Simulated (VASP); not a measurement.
# O in VASP: single point with r2SCAN+D3(BJ)

Aim: the single point of O with r2SCAN+D3(BJ).

All numbers are computed with VASP 6.6.1; they aren't measurements. Logs are shortened: lines on timing, memory, paths and dates and some standing lists are left out, and cuts for length are marked.

### Step 1. The cell of the first run

The cell holds a disordered packing, 20 atoms: a = 7.775 Å, b = 7.775 Å, c = 7.775 Å, α = 90.00°, β = 90.00°, γ = 90.00°.

### Step 2. Single point, r2SCAN+D3(BJ), collinear spin, ferromagnetic start

POSCAR reads:

```
O
1.0
    7.7749800000      0.0000000000      0.0000000000
    0.0000000000      7.7749800000      0.0000000000
    0.0000000000      0.0000000000      7.7749800000
O
20
Direct
    0.7307215578      0.5713594220      0.6723832208
    0.8050966330      0.4972985339      0.5580499126
    0.3003267974      0.0063761716      0.4178162981
    0.3432326622     -0.1017013853      0.3146446196
    0.9985824638      0.3234872750      0.8976350267
    1.0252104290      0.1705372214      0.8879936103
    0.0785633294      0.7444846615      0.9867981121
    0.0693884842      0.7355694818      0.8322262001
    0.2525887632      0.4020879927      0.5767468251
    0.3975330729      0.3942604718      0.5214607825
    0.4372731723      0.1259076257      0.8680153332
    0.3939134589     -0.0218981182      0.8503016744
    0.7014497618      0.9943604113      0.5745204727
    0.8503879069      0.9513356818      0.5677425797
    0.3738065455      0.4873799085      0.1089028850
    0.4171495376      0.5192055511     -0.0367989795
    0.7272455662      0.7430459102      0.2068810124
    0.6933667515      0.8222056056      0.0777465011
    0.6572659944      0.2307637911      0.2182685706
    0.8051682122      0.1910572865      0.2432409425
```

INCAR.step1 reads:

```
SYSTEM = O
  PREC = Accurate
  ENCUT = 520
  ISMEAR = -1
  SIGMA = 0.05
  LREAL = Auto
  LASPH = .TRUE.
  NELM = 150
  ISPIN = 2
  MAGMOM = 1 1 1 1 1 1 1 1 1 1 1 1 1 1 1 1 1 1 1 1
  NBANDS = 80
  GGA = PE
  ALGO = Normal
  EDIFF = 1E-4
  LWAVE = .TRUE.
  LCHARG = .FALSE.
```

INCAR.step2 reads:

```
SYSTEM = O
  PREC = Accurate
  ENCUT = 520
  EDIFF = 1E-6
  ISMEAR = -1
  SIGMA = 0.05
  LREAL = Auto
  LASPH = .TRUE.
  NELM = 150
  ALGO = Normal
  ISIF = 2
  LWAVE = .FALSE.
  LCHARG = .FALSE.
  ISPIN = 2
  MAGMOM = 1 1 1 1 1 1 1 1 1 1 1 1 1 1 1 1 1 1 1 1
  LORBIT = 11
  METAGGA = R2SCAN
  LMIXTAU = .TRUE.
  IVDW = 12
  VDW_S6 = 1.0
  VDW_S8 = 0.78981345
  VDW_A1 = 0.49484001
  VDW_A2 = 5.73083694
  NBANDS = 80
  ISTART = 1
```

KPOINTS reads:

```
regular mesh
0
G
  1 1 1
  0 0 0
```

Potentials or basis: VASP PAW PBE potentials, release 64 (O).

Run with:

```bash
cat potpaw_PBE.64/O/POTCAR > POTCAR
cp INCAR.step1 INCAR
mpirun -np 1 vasp_gam > vasp.out
cp INCAR.step2 INCAR
mpirun -np 1 vasp_gam > vasp.out
```

OUTCAR:

```text
SYSTEM = O
   PREC = Accurate
   ENCUT = 520
   EDIFF = 1E-6
   ISMEAR = -1
   LREAL = Auto
   LASPH = .TRUE.
   NELM = 150
   ISIF = 2
   ISPIN = 2
   LORBIT = 11
   METAGGA = R2SCAN
   IVDW = 12
   ISTART = 1
 IVDW          = 12

 ion  position               nearest neighbor table
   1  0.731  0.571  0.672-   2 1.21
   2  0.805  0.497  0.558-   1 1.21
   3  0.300  0.006  0.418-   4 1.21
   4  0.343  0.898  0.315-   3 1.21
   5  0.999  0.323  0.898-   6 1.21
   6  0.025  0.171  0.888-   5 1.21
[... 12 lines left out ...]
  19  0.657  0.231  0.218-  20 1.21
  20  0.805  0.191  0.243-  19 1.21

  LATTYP: Found a simple cubic cell.
 ALAT       =     7.7749800000

  Lattice vectors:

 A1 = (   7.7749800000,   0.0000000000,   0.0000000000)
 A2 = (   0.0000000000,   7.7749800000,   0.0000000000)
 A3 = (   0.0000000000,   0.0000000000,   7.7749800000)

Analysis of symmetry for initial positions (statically):
=====================================================================
 Subroutine PRICEL returns:
 Original cell was already a primitive cell.

 Routine SETGRP: Setting up the symmetry group for a
 simple cubic supercell.

 Subroutine GETGRP returns: Found  1 space group operations
 (whereof  1 operations were pure point group operations)
 out of a pool of 48 trial point group operations.

The static configuration has the point symmetry C_1 .

Analysis of symmetry for dynamics (positions and initial velocities):
=====================================================================
 Subroutine PRICEL returns:
 Original cell was already a primitive cell.

 Routine SETGRP: Setting up the symmetry group for a
 simple cubic supercell.

 Subroutine GETGRP returns: Found  1 space group operations
 (whereof  1 operations were pure point group operations)
 out of a pool of 48 trial point group operations.

The dynamic configuration has the point symmetry C_1 .

Analysis of structural, dynamic, and magnetic symmetry:
=====================================================================
 Subroutine PRICEL returns:
 Original cell was already a primitive cell.

 Routine SETGRP: Setting up the symmetry group for a
 simple cubic supercell.

 Subroutine GETGRP returns: Found  1 space group operations
 (whereof  1 operations were pure point group operations)
 out of a pool of 48 trial point group operations.

The overall configuration has the point symmetry C_1 .

 Subroutine INISYM returns: Found  1 space group operations
 (whereof  1 operations are pure point group operations),
 and found     1 'primitive' translations

----------------------------------------------------------------------------------------

                                     Primitive cell

  volume of cell :     470.0000

  direct lattice vectors                    reciprocal lattice vectors
     7.774980000  0.000000000  0.000000000     0.128617694  0.000000000  0.000000000
     0.000000000  7.774980000  0.000000000     0.000000000  0.128617694  0.000000000
     0.000000000  0.000000000  7.774980000     0.000000000  0.000000000  0.128617694

  length of vectors
     7.774980000  7.774980000  7.774980000     0.128617694  0.128617694  0.128617694

  position of ions in fractional coordinates (direct lattice)
     0.730721558  0.571359422  0.672383221
     0.805096633  0.497298534  0.558049913
     0.300326797  0.006376172  0.417816298
     0.343232662  0.898298615  0.314644620
     0.998582464  0.323487275  0.897635027
     0.025210429  0.170537221  0.887993610
[... 12 lines left out ...]
     0.657265994  0.230763791  0.218268571
     0.805168212  0.191057286  0.243240943

  ion indices of the primitive-cell ions
   primitive index   ion index
                 1           1
                 2           2
                 3           3
                 4           4
                 5           5
                 6           6
[... 12 lines left out ...]
                19          19
                20          20

----------------------------------------------------------------------------------------

 KPOINTS: regular mesh

Automatic generation of k-mesh.
 Grid dimensions read from file:
 generate k-points for:    1    1    1

 Generating k-lattice:

  Cartesian coordinates                     Fractional coordinates (reciprocal lattice)
     0.128617694  0.000000000  0.000000000     1.000000000  0.000000000  0.000000000
     0.000000000  0.128617694  0.000000000     0.000000000  1.000000000  0.000000000
     0.000000000  0.000000000  0.128617694     0.000000000  0.000000000  1.000000000

  Length of vectors
     0.128617694  0.128617694  0.128617694

  Shift w.r.t. Gamma in fractional coordinates (k-lattice)
     0.000000000  0.000000000  0.000000000

 Subroutine IBZKPT returns following result:
 ===========================================

 Found      1 irreducible k-points:

 Following reciprocal coordinates:
            Coordinates               Weight
  0.000000  0.000000  0.000000      1.000000
   k-points           NKPTS =      1   k-points in BZ     NKDIM =      1   number of bands    NBANDS=     80
   number of dos      NEDOS =    301   number of ions     NIONS =     20
   total plane-waves  NPLWV = 216000
   dimension x,y,z NGX =    60 NGY =   60 NGZ =   60
   dimension x,y,z NGXF=   120 NGYF=  120 NGZF=  120
   ions per type =              20
   NGX,Y,Z   is equivalent  to a cutoff of  12.83, 12.83, 12.83 a.u.
   NGXF,Y,Z  is equivalent  to a cutoff of  25.66, 25.66, 25.66 a.u.
 SYSTEM =  O
   PREC   = accura    normal or accurate (medium, high low for compatibility)
   ISTART =      1    job   : 0-new  1-cont  2-samecut
   ICHARG =      0    charge: 1-file 2-atom 10-const
   ISPIN  =      2    spin polarized calculation?
   LNONCOLLINEAR =      F non collinear calculations
   LSORBIT =      F    spin-orbit coupling
   LASPH  =      T    aspherical Exc in radial PAW
   ENCUT  =  520.0 eV  38.22 Ry    6.18 a.u.  14.46 14.46 14.46*2*pi/ulx,y,z
   NELM   =    150;   NELMIN=  2; NELMDL=  0     # of ELM steps
   EDIFF  = 0.1E-05   stopping-criterion for ELM
   LREAL  =      T    real-space projection
   EDIFFG = 0.1E-04   stopping-criterion for IOM
   NSW    =      0    number of steps for IOM
   IBRION =     -1    ionic relax: 0-MD 1-quasi-New 2-CG
   NFREE  =      0    steps in history (QN), initial steepest desc. (CG)
   ISIF   =      2    stress and relaxation
   ISYM   =      2    0-nonsym 1-usesym 2-fastsym
   POTIM  = 0.5000    time-step for ionic-motion
   TEBEG  =    0.0;   TEEND  =   0.0 temperature during run
   PSTRESS=    0.0 pullay stress
   NELECT =     120.0000    total number of electrons
   NUPDOWN=      -1.0000    fix difference up-down
   EMIN   =  10.00;   EMAX   =-10.00  energy-range for DOS
   EFERMI =   0.00;   METHOD = LEGACY
   ISMEAR =    -1;   SIGMA  =   0.05  broadening in eV -4-tet -1-fermi 0-gaus
   EFERMI_NEDOS =   21; number of points for ismear=-14 and -15
   IALGO  =     38    algorithm
   IMIX   =      4    mixing-type and parameters
     AMIX     =   0.40;   BMIX     =  1.00
     AMIX_MAG =   1.60;   BMIX_MAG =  1.00
  volume/ion in A,a.u.               =      23.50       158.59
  Fermi-wavevector in a.u.,A,eV,Ry     =   1.038570  1.962614 14.675633  1.078629
  Thomas-Fermi vector in A             =   2.173061
   LORBIT       =     11    0 simple, 1 ext, 2 COOP (PROOUT), +10 PAW based schemes
   METAGGA = R2SCAN    functional components
   LHFCALC =     F    Hartree Fock is set to
   AEXX    =    0.0000 exact exchange contribution
   IVDW    =    12    specifies the selected vdW correction
   LEPSILON=     F    determine dielectric tensor
   LRPA    =     F    only Hartree local field effects (RPA)
 spin polarized calculation
  energy-cutoff  :      520.00
  volume of cell :      470.00
 maximum number of plane-waves:      6279
 NGX is ok and might be reduce to    60
   NGX = 29   NGY = 29   NGZ = 29

 number of electron     120.0000004 magnetization      20.0000002

 Free energy of the ion-electron system (eV)
  ---------------------------------------------------
  ext. energy  EPLUGINS =         0.00000000
  ---------------------------------------------------
  free energy    TOTEN  =      -118.84893838 eV

  energy without entropy =     -118.84893838  energy(sigma->0) =     -118.84893838

 E-fermi :  -3.0367     XC(G=0):  -6.0665

 val. band max:       -4.2837690672   @ k =   0.0000   0.0000   0.0000
 cond. band min:      -1.4074224461   @ k =   0.0000   0.0000   0.0000
 fundamental gap:      2.8763466211
 Fermi energy:        -3.0366983964

 spin component 1

 k-point     1 :       0.0000    0.0000    0.0000
  band No.  band energies     occupation
      1     -31.7388      1.00000
      2     -31.7125      1.00000
      3     -31.7015      1.00000
      4     -31.6890      1.00000
      5     -31.6755      1.00000
      6     -31.6628      1.00000
[... 64 lines left out ...]
     71       2.9885      0.00000
     72       4.1654      0.00000
 Fermi energy:        -3.0366983964

 spin component 2

 k-point     1 :       0.0000    0.0000    0.0000
  band No.  band energies     occupation
      1     -30.3690      1.00000
      2     -30.3401      1.00000
      3     -30.3294      1.00000
      4     -30.3155      1.00000
      5     -30.3015      1.00000
      6     -30.2892      1.00000
[... 64 lines left out ...]
     71       3.4991      0.00000
     72       4.8531      0.00000
 [bands above 72 left out]

------------------------ aborting loop because EDIFF is reached ----------------------------------------

 Edisp (eV)   -0.33114

 E8    (eV) :    -0.0564

  FORCE on cell =-STRESS in cart. coord.  units (eV):
  Direction    XX          YY          ZZ          XY          YZ          ZX
  --------------------------------------------------------------------------------------
  -------------------------------------------------------------------------------------
  Total       4.01931     3.25992     4.55235    -1.43866     0.51107    -1.05164
  in kB      13.70139    11.11270    15.51846    -4.90424     1.74217    -3.58493
  external pressure =       13.44 kB  Pullay stress =        0.00 kB

 VOLUME and BASIS-vectors are now :
 -----------------------------------------------------------------------------
  energy-cutoff  :      520.00
  volume of cell :      470.00
      direct lattice vectors                 reciprocal lattice vectors
     7.774980000  0.000000000  0.000000000     0.128617694  0.000000000  0.000000000
     0.000000000  7.774980000  0.000000000     0.000000000  0.128617694  0.000000000
     0.000000000  0.000000000  7.774980000     0.000000000  0.000000000  0.128617694

 POSITION                                       TOTAL-FORCE (eV/Angst)
 -----------------------------------------------------------------------------------
      5.68135      4.44231      5.22777        -0.641634      0.631912      0.983749
      6.25961      3.86649      4.33883         0.633046     -0.639013     -0.974132
      2.33503      0.04957      3.24851        -0.326455      0.805108      0.778441
      2.66863      6.98425      2.44636         0.327684     -0.807699     -0.779039
      7.76396      2.51511      6.97909        -0.184090      1.109718      0.079079
      0.19601      1.32592      6.90413         0.190759     -1.111164     -0.078339
[... 12 lines left out ...]
      5.11023      1.79418      1.69703        -1.306049      0.360598     -0.223489
      6.26017      1.48547      1.89119         1.306489     -0.346328      0.223915
 -----------------------------------------------------------------------------------
    total drift:                               -0.008669      0.001165     -0.003973

  FREE ENERGIE OF THE ION-ELECTRON SYSTEM (eV)
  ---------------------------------------------------
  free  energy   TOTEN  =      -119.1800802614 eV

  energy  without entropy=     -119.1800802614  energy(sigma->0) =     -119.18008026

 total charge

# of ion       s       p       d       tot
------------------------------------------
    1        1.616   3.325   0.000   4.941
    2        1.615   3.325   0.000   4.941
    3        1.615   3.322   0.000   4.937
    4        1.615   3.323   0.000   4.938
    5        1.615   3.321   0.000   4.936
    6        1.615   3.321   0.000   4.936
[... 12 lines left out ...]
   19        1.616   3.325   0.000   4.941
   20        1.616   3.327   0.000   4.943
--------------------------------------------------
tot         32.311  66.493   0.000  98.804

 magnetization (x)

# of ion       s       p       d       tot
------------------------------------------
    1        0.015   0.817   0.000   0.831
    2        0.015   0.813   0.000   0.827
    3        0.015   0.816   0.000   0.831
    4        0.015   0.815   0.000   0.829
    5        0.014   0.816   0.000   0.830
    6        0.015   0.816   0.000   0.830
[... 12 lines left out ...]
   19        0.015   0.815   0.000   0.830
   20        0.014   0.814   0.000   0.828
--------------------------------------------------
tot          0.293  16.301   0.000  16.594
```

Run time: 3.4 min. Hardware: 1 thread of Intel Xeon 6975P-C (Granite Rapids), shared host; peak memory 0.71 GiB.

Results:

| Quantity | Value |
| --- | --- |
| Free energy | -119.1801 eV |
| Pressure | 1.3 GPa |
| Largest force | 1.448 eV/Å |
| Net moment | 20.00 μB per cell |
| Site moments | O +0.83, +0.82 (each value once) μB |
| Valence electrons inside the program's atomic spheres | O 4.94 |
| Dispersion energy per atom | -0.017 eV |

Forces in eV/Å, atoms in the order of the input:
```
O   -0.642  0.632  0.984
O    0.633 -0.639 -0.974
O   -0.326  0.805  0.778
O    0.328 -0.808 -0.779
O   -0.184  1.110  0.079
O    0.191 -1.111 -0.078
O    0.088  0.083  1.413
O   -0.080 -0.079 -1.420
O   -1.192  0.060  0.450
O    1.187 -0.059 -0.450
O    0.403  1.381  0.166
O   -0.405 -1.380 -0.167
O   -1.310  0.382  0.056
O    1.313 -0.382 -0.063
O   -0.368 -0.269  1.207
O    0.361  0.262 -1.209
O    0.293 -0.683  1.109
O   -0.290  0.681 -1.101
O   -1.306  0.361 -0.223
O    1.306 -0.346  0.224
```

Stress tensor (GPa, compression positive):
```
 1.37 -0.49 -0.36
-0.49  1.11  0.17
-0.36  0.17  1.55
```

Caveat: the k points lie up to 0.81 Å⁻¹ apart; the standard files for N, O and F lose accuracy on very short bonds; the PAW data sets were made with another functional, which shifts forces and pressure a little.
